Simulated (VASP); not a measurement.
# RbRe (Pm-3m) in VASP: a series of runs, part 2 of 2

VASP 6.6.1.

## 4. Single point, PBE

This run uses another cell than the first one, of 26.13 Å³/atom, 1.013 times its volume.

File INCAR:

```
PREC = Accurate ; ENCUT = 520
EDIFF = 1E-6 ; ISMEAR = 0
SIGMA = 0.1 ; LREAL = False
LASPH = True ; NELM = 60
ALGO = Fast ; ISIF = 2
LWAVE = False ; LCHARG = False
GGA = PE ; NBANDS = 15
```

File KPOINTS:

```
regular mesh
0
Gamma
  6 6 6
```

File POSCAR:

```
RbRe
1.0
    3.7386646953      0.0000000000      0.0000000000
    0.0000000000      3.7386646953      0.0000000000
    0.0000000000      0.0000000000      3.7386646953
Rb Re
1 1
Direct
    0.5000000000      0.5000000000      0.5000000000
    0.0000000000      0.0000000000      0.0000000000
```

Potentials or basis: VASP PAW PBE potentials, release 64 (Rb_sv, Re).

The run is started by

```sh
> cat potpaw_PBE.64/Rb_sv/POTCAR potpaw_PBE.64/Re/POTCAR > POTCAR
> mpirun -np 1 vasp_std > vasp.out
```

OUTCAR:

```text
PREC = Accurate
   ENCUT = 520
   EDIFF = 1E-6
   ISMEAR = 0
   LREAL = False
   LASPH = True
   NELM = 60
   ISIF = 2
   GGA = PE

 ion  position               nearest neighbor table
   1  0.500  0.500  0.500-   2 3.24   2 3.24   2 3.24   2 3.24   2 3.24   2 3.24   2 3.24   2 3.24

   2  0.000  0.000  0.000-   1 3.24   1 3.24   1 3.24   1 3.24   1 3.24   1 3.24   1 3.24   1 3.24

  LATTYP: Found a simple cubic cell.
 ALAT       =     3.7386646953

  Lattice vectors:

 A1 = (   3.7386646953,   0.0000000000,   0.0000000000)
 A2 = (   0.0000000000,   3.7386646953,   0.0000000000)
 A3 = (   0.0000000000,   0.0000000000,   3.7386646953)

Analysis of symmetry for initial positions (statically):
=====================================================================
 Subroutine PRICEL returns:
 Original cell was already a primitive cell.

 Routine SETGRP: Setting up the symmetry group for a
 simple cubic supercell.

 Subroutine GETGRP returns: Found 48 space group operations
 (whereof 48 operations were pure point group operations)
 out of a pool of 48 trial point group operations.

The static configuration has the point symmetry O_h .

Analysis of symmetry for dynamics (positions and initial velocities):
=====================================================================
 Subroutine PRICEL returns:
 Original cell was already a primitive cell.

 Routine SETGRP: Setting up the symmetry group for a
 simple cubic supercell.

 Subroutine GETGRP returns: Found 48 space group operations
 (whereof 48 operations were pure point group operations)
 out of a pool of 48 trial point group operations.

The dynamic configuration has the point symmetry O_h .

 Subroutine INISYM returns: Found 48 space group operations
 (whereof 48 operations are pure point group operations),
 and found     1 'primitive' translations

----------------------------------------------------------------------------------------

                                     Primitive cell

[... 116 lines left out ...]
 non-spin polarized calculation
 RMM-DIIS sequential band-by-band and
 Gauss-broadening in eV      SIGMA  =   0.10
  energy-cutoff  :      520.00
  volume of cell :       52.26
 maximum number of plane-waves:      1434
 NGX is ok and might be reduce to    28
   NGX = 13   NGY = 13   NGZ = 13

 number of electron      16.0000000 magnetization

 Free energy of the ion-electron system (eV)
  ---------------------------------------------------
  ext. energy  EPLUGINS =         0.00000000
  ---------------------------------------------------
  free energy    TOTEN  =        -6.39184086 eV

  energy without entropy =       -6.34111423  energy(sigma->0) =       -6.36647754

 E-fermi :   2.5505     XC(G=0): -10.1131

 val. band max:        2.5210693227   @ k =   0.3333   0.1667   0.1667
 cond. band min:       2.5570227843   @ k =   0.1667   0.1667   0.1667
 fundamental gap:      0.0359534616
 Fermi energy:         2.5505430160

 k-point     1 :       0.0000    0.0000    0.0000
  band No.  band energies     occupation
      1     -23.7069      2.00000
      2      -7.6047      2.00000
      3      -7.6047      2.00000
      4      -7.6047      2.00000
      5      -1.5924      2.00000
      6       0.7462      2.00000
      7       0.7462      2.00000
      8       2.7910      0.00067
      9       2.7910      0.00067
     10       2.7910      0.00067
     11       8.7694      0.00000
     12       8.7694      0.00000
     13      11.0436      0.00000
     14      11.0436      0.00000
[... 329 lines left out ...]
      2      -8.3133      2.00000
      3      -8.3133      2.00000
      4      -8.3133      2.00000
      5       2.4020      1.96432
      6       2.4020      1.96432
      7       2.4020      1.96432
      8       3.6760      0.00000
      9       3.6760      0.00000
     10       4.0213      0.00000
     11       4.0213      0.00000
     12       4.0213      0.00000
     13       5.1331      0.00000
     14      14.1409      0.00000
     15      14.1604      0.00000

------------------------ aborting loop because EDIFF is reached ----------------------------------------

  FORCE on cell =-STRESS in cart. coord.  units (eV):
  Direction    XX          YY          ZZ          XY          YZ          ZX
  --------------------------------------------------------------------------------------
  -------------------------------------------------------------------------------------
  Total        0.1091483      0.1091483      0.1091483      0.0000000     -0.0000000     -0.0000000
  in kB        3.3464018      3.3464018      3.3464018      0.0000000     -0.0000000     -0.0000000
  external PRESSURE =       3.3464018 kB  Pullay stress =       0.0000000 kB

 VOLUME and BASIS-vectors are now :
 -----------------------------------------------------------------------------
  energy-cutoff  :      520.00
  volume of cell :       52.26
      direct lattice vectors                 reciprocal lattice vectors
     3.738664695  0.000000000  0.000000000     0.267475177  0.000000000  0.000000000
     0.000000000  3.738664695  0.000000000     0.000000000  0.267475177  0.000000000
     0.000000000  0.000000000  3.738664695     0.000000000  0.000000000  0.267475177

 POSITION                                       TOTAL-FORCE (eV/Angst)
 -----------------------------------------------------------------------------------
      1.86933      1.86933      1.86933         0.000000      0.000000      0.000000
      0.00000      0.00000      0.00000         0.000000      0.000000      0.000000
 -----------------------------------------------------------------------------------
    total drift:                                0.000000      0.000000      0.000000

  FREE ENERGIE OF THE ION-ELECTRON SYSTEM (eV)
  ---------------------------------------------------
  free  energy   TOTEN  =        -6.3918408580 eV

  energy  without entropy=       -6.3411142259  energy(sigma->0) =       -6.36647754
```

Run time: 36 s. Hardware: 1 thread of Intel Xeon Platinum 8375C at 2.90GHz (Ice Lake), shared host; peak memory 0.16 GiB.

What came out:

```
Free energy            : -6.3918 eV
Pressure               : 0.3 GPa
Band gap on the k mesh : zero (band 8 reaches 3.68 eV, above the bottom of band 9 at 2.52 eV)
```

Caveat: spin-orbit coupling is left out, which moves the levels of the heavy elements.

## 5. Relaxation of cell and atoms, PBE

This run uses another cell than the first one, of 50.16 Å³/atom, 1.945 times its volume.

File INCAR:

```
SYSTEM = RbRe
PREC = Accurate ; ENCUT = 600
EDIFF = 1E-6 ; ISMEAR = 0
SIGMA = 0.1 ; LREAL = .False.
LASPH = .True. ; NELM = 100
ALGO = Fast ; ISIF = 3
LWAVE = .False. ; LCHARG = .False.
GGA = PE ; IBRION = 2
NSW = 90 ; EDIFFG = -0.04
```

File KPOINTS:

```
regular mesh
0
Gamma
  4 4 4
  0 0 0
```

File POSCAR:

```
RbRe
1.0
    4.6464760400      0.0000000000      0.0000000000
    0.0000000000      4.6464760400      0.0000000000
    0.0000000000      0.0000000000      4.6464760400
Rb Re
1 1
Direct
    0.5000000000      0.5000000000      0.5000000000
    0.0000000000      0.0000000000      0.0000000000
```

Potentials or basis: VASP PAW PBE potentials, release 64 (Rb_sv, Re).

The run is started by

```sh
> cat potpaw_PBE.64/Rb_sv/POTCAR potpaw_PBE.64/Re/POTCAR > POTCAR
> mpirun -np 1 vasp_std > vasp.out
```

OUTCAR:

```text
SYSTEM = RbRe
   PREC = Accurate
   ENCUT = 600
   EDIFF = 1E-6
   ISMEAR = 0
   LREAL = .False.
   LASPH = .True.
   NELM = 100
   ISIF = 3
   GGA = PE
   IBRION = 2
   NSW = 90
   EDIFFG = -0.04

 ion  position               nearest neighbor table
   1  0.500  0.500  0.500-   2 4.02   2 4.02   2 4.02   2 4.02   2 4.02   2 4.02   2 4.02   2 4.02

   2  0.000  0.000  0.000-   1 4.02   1 4.02   1 4.02   1 4.02   1 4.02   1 4.02   1 4.02   1 4.02

  LATTYP: Found a simple cubic cell.
 ALAT       =     4.6464760400

  Lattice vectors:

 A1 = (   4.6464760400,   0.0000000000,   0.0000000000)
 A2 = (   0.0000000000,   4.6464760400,   0.0000000000)
 A3 = (   0.0000000000,   0.0000000000,   4.6464760400)

Analysis of symmetry for initial positions (statically):
=====================================================================
 Subroutine PRICEL returns:
 Original cell was already a primitive cell.

 Routine SETGRP: Setting up the symmetry group for a
 simple cubic supercell.

 Subroutine GETGRP returns: Found 48 space group operations
 (whereof 48 operations were pure point group operations)
 out of a pool of 48 trial point group operations.

The static configuration has the point symmetry O_h .

Analysis of symmetry for dynamics (positions and initial velocities):
=====================================================================
 Subroutine PRICEL returns:
 Original cell was already a primitive cell.

 Routine SETGRP: Setting up the symmetry group for a
 simple cubic supercell.

 Subroutine GETGRP returns: Found 48 space group operations
 (whereof 48 operations were pure point group operations)
 out of a pool of 48 trial point group operations.

The dynamic configuration has the point symmetry O_h .

 Subroutine INISYM returns: Found 48 space group operations
 (whereof 48 operations are pure point group operations),
 and found     1 'primitive' translations

----------------------------------------------------------------------------------------

                                     Primitive cell
[... 69 lines left out ...]
   ICHARG =      2    charge: 1-file 2-atom 10-const
   ISPIN  =      1    spin polarized calculation?
   LNONCOLLINEAR =      F non collinear calculations
   LSORBIT =      F    spin-orbit coupling
   LASPH  =      T    aspherical Exc in radial PAW
   ENCUT  =  600.0 eV  44.10 Ry    6.64 a.u.   9.28  9.28  9.28*2*pi/ulx,y,z
   NELM   =    100;   NELMIN=  2; NELMDL= -5     # of ELM steps
   EDIFF  = 0.1E-05   stopping-criterion for ELM
   LREAL  =      F    real-space projection
   EDIFFG = -.4E-01   stopping-criterion for IOM
   NSW    =     90    number of steps for IOM
   IBRION =      2    ionic relax: 0-MD 1-quasi-New 2-CG
   NFREE  =      1    steps in history (QN), initial steepest desc. (CG)
   ISIF   =      3    stress and relaxation
   ISYM   =      2    0-nonsym 1-usesym 2-fastsym
   POTIM  = 0.5000    time-step for ionic-motion
   TEBEG  =    0.0;   TEEND  =   0.0 temperature during run
   PSTRESS=    0.0 pullay stress
   NELECT =      16.0000    total number of electrons
   NUPDOWN=      -1.0000    fix difference up-down
   EMIN   =  10.00;   EMAX   =-10.00  energy-range for DOS
   EFERMI =   0.00;   METHOD = LEGACY
   ISMEAR =     0;   SIGMA  =   0.10  broadening in eV -4-tet -1-fermi 0-gaus
   EFERMI_NEDOS =   21; number of points for ismear=-14 and -15
   IALGO  =     68    algorithm
   IMIX   =      4    mixing-type and parameters
     AMIX     =   0.40;   BMIX     =  1.00
     AMIX_MAG =   1.60;   BMIX_MAG =  1.00
  volume/ion in A,a.u.               =      50.16       338.48
  Fermi-wavevector in a.u.,A,eV,Ry     =   0.887819  1.677735 10.724420  0.788223
  Thomas-Fermi vector in A             =   2.009167
   LORBIT       =      0    0 simple, 1 ext, 2 COOP (PROOUT), +10 PAW based schemes
   GGA     = PE    functional components
   LHFCALC =     F    Hartree Fock is set to
   AEXX    =    0.0000 exact exchange contribution
   IVDW    =     0    specifies the selected vdW correction
   LEPSILON=     F    determine dielectric tensor
   LRPA    =     F    only Hartree local field effects (RPA)
 conjugate gradient relaxation of ions
 non-spin polarized calculation
 RMM-DIIS sequential band-by-band and
 Gauss-broadening in eV      SIGMA  =   0.10
  energy-cutoff  :      600.00
  volume of cell :      100.32
 maximum number of plane-waves:      3407
 NGX is ok and might be reduce to    40
   NGX = 19   NGY = 19   NGZ = 19

--------------------------------------- Ionic step        1  -------------------------------------------

 number of electron      16.0000000 magnetization

 Free energy of the ion-electron system (eV)
  ---------------------------------------------------
  ext. energy  EPLUGINS =         0.00000000
  ---------------------------------------------------
  free energy    TOTEN  =        -5.49953859 eV

  energy without entropy =       -5.40707563  energy(sigma->0) =       -5.45330711

 E-fermi :  -0.3173     XC(G=0):  -7.3295

 val. band max:       -0.3342982302   @ k =   0.5000   0.2500   0.0000
 cond. band min:      -0.2907735251   @ k =   0.5000   0.0000   0.0000
 fundamental gap:      0.0435247051
 Fermi energy:        -0.3172842205
[... 641 lines left out ...]
--------------------------------------- Ionic step        6  -------------------------------------------

 number of electron      16.0000000 magnetization

 Free energy of the ion-electron system (eV)
  ---------------------------------------------------
  ext. energy  EPLUGINS =         0.00000000
  ---------------------------------------------------
  free energy    TOTEN  =        -6.57409850 eV

  energy without entropy =       -6.52045046  energy(sigma->0) =       -6.54727448

 E-fermi :   2.4462     XC(G=0): -10.0993

 val. band max:        2.4240445345   @ k =   0.5000   0.2500   0.0000
 cond. band min:       2.5193351911   @ k =   0.5000   0.2500   0.2500
 fundamental gap:      0.0952906566
 Fermi energy:         2.4461514564
[... 177 lines left out ...]
  FREE ENERGIE OF THE ION-ELECTRON SYSTEM (eV)
  ---------------------------------------------------
  free  energy   TOTEN  =        -6.5740985046 eV

  energy  without entropy=       -6.5204504596  energy(sigma->0) =       -6.54727448

 reached required accuracy - stopping structural energy minimisation
```

OSZICAR:

```text
N       E                     dE             d eps       ncg     rms          rms(c)
DAV:   1     0.690644987824E+02    0.69064E+02   -0.69616E+03   392   0.126E+03
DAV:   2     0.235286003451E+00   -0.68829E+02   -0.65062E+02   416   0.245E+02
DAV:   3    -0.513147993236E+01   -0.53668E+01   -0.51106E+01   408   0.649E+01
[... 283 lines left out ...]
RMM:  13    -0.657409275407E+01   -0.23236E-05   -0.24357E-05   215   0.787E-02    0.769E-03
RMM:  14    -0.657409491897E+01   -0.21649E-05   -0.22774E-05   221   0.625E-02    0.814E-03
RMM:  15    -0.657409642414E+01   -0.15052E-05   -0.17390E-05   210   0.673E-02    0.840E-03
RMM:  16    -0.657409770693E+01   -0.12828E-05   -0.14771E-05   212   0.618E-02    0.144E-02
RMM:  17    -0.657409850458E+01   -0.79765E-06   -0.98444E-06   203   0.713E-02
   6 F= -.65740985E+01 E0= -.65472745E+01  d E =-.107456E+01
```

CONTCAR:

```text
RbRe
   1.00000000000000
     3.7413799655992035    0.0000000000000000    0.0000000000000000
    -0.0000000000000000    3.7413799655992035    0.0000000000000000
    -0.0000000000000000    0.0000000000000000    3.7413799655992035
  Rb              Re
     1     1
Direct
     0.5000000000000000    0.5000000000000000    0.5000000000000000
     0.0000000000000000    0.0000000000000000    0.0000000000000000

  0.00000000E+00  0.00000000E+00  0.00000000E+00
  0.00000000E+00  0.00000000E+00  0.00000000E+00
```

It took 9.2 min on 1 thread of Intel Xeon Platinum 8375C at 2.90GHz (Ice Lake), shared host; peak memory 0.27 GiB.

What came out:

* Free energy: -6.5741 eV
* Relaxed volume: 26.19 Å³/atom
* Relaxed cell: a = 3.741 Å, b = 3.741 Å, c = 3.741 Å, α = 90.00°, β = 90.00°, γ = 90.00°
* Space group after relaxing (to 0.05 Å): Pm-3m (No. 221)
* Energy gained by relaxing: 537.3 meV/atom
* Ionic steps: 6
* Pressure after relaxing: 0.0 GPa
* Band gap on the k mesh: zero (band 8 reaches 3.68 eV, above the bottom of band 9 at 2.41 eV)

The path:
```
step  energy change (eV)  largest force (eV/Å)  pressure (GPa)  volume (Å³)
   1              0.0000                0.0000           -3.97       100.32
   2             -0.4502                0.0000           -4.43        83.32
   3             -0.9574                0.0000            5.82        44.05
   4             -1.0376                0.0000           -1.90        58.15
   5             -1.0723                0.0000           -0.50        53.62
   6             -1.0746                0.0000           -0.03        52.37
```

Final structure:
```yaml
crystal:
  lattice:
    - [3.74138, 0.00000, 0.00000]
    - [0.00000, 3.74138, 0.00000]
    - [0.00000, 0.00000, 3.74138]
  atoms:
    - { symbol: Rb, position: [0.50000, 0.50000, 0.50000] }
    - { symbol: Re, position: [0.00000, 0.00000, 0.00000] }
```

Caveat: the volume moved by over 15 % at a fixed basis, so the end points are rough; spin-orbit coupling is left out, which moves the levels of the heavy elements.

## 6. Summary

```csv
task,cell,k mesh,cutoff (eV),gap on the mesh (eV),pressure (GPa)
single point,"a = 3.723 Å, 2 atoms",4 × 4 × 4,520,none,0.2
single point,"a = 4.646 Å, 2 atoms",4 × 4 × 4,520,none,-4.0
single point,"a = 3.739 Å, 2 atoms",6 × 6 × 6,520,none,0.3
relaxation of cell and atoms,"relaxed from a = 4.646 Å, 2 atoms",4 × 4 × 4,600,none,0.0
```

Alike in all rows: level PBE; potentials or basis VASP PAW PBE potentials, release 64 (Rb_sv, Re); no spin polarisation; smearing gaussian 0.1 eV.

Caveats: some runs use coarse meshes; spin-orbit coupling is left out, which moves the levels of the heavy elements; the volume moved by over 15 % at a fixed basis, so the end points are rough (some runs).

Absolute energies hang on the potentials; compare differences alone.
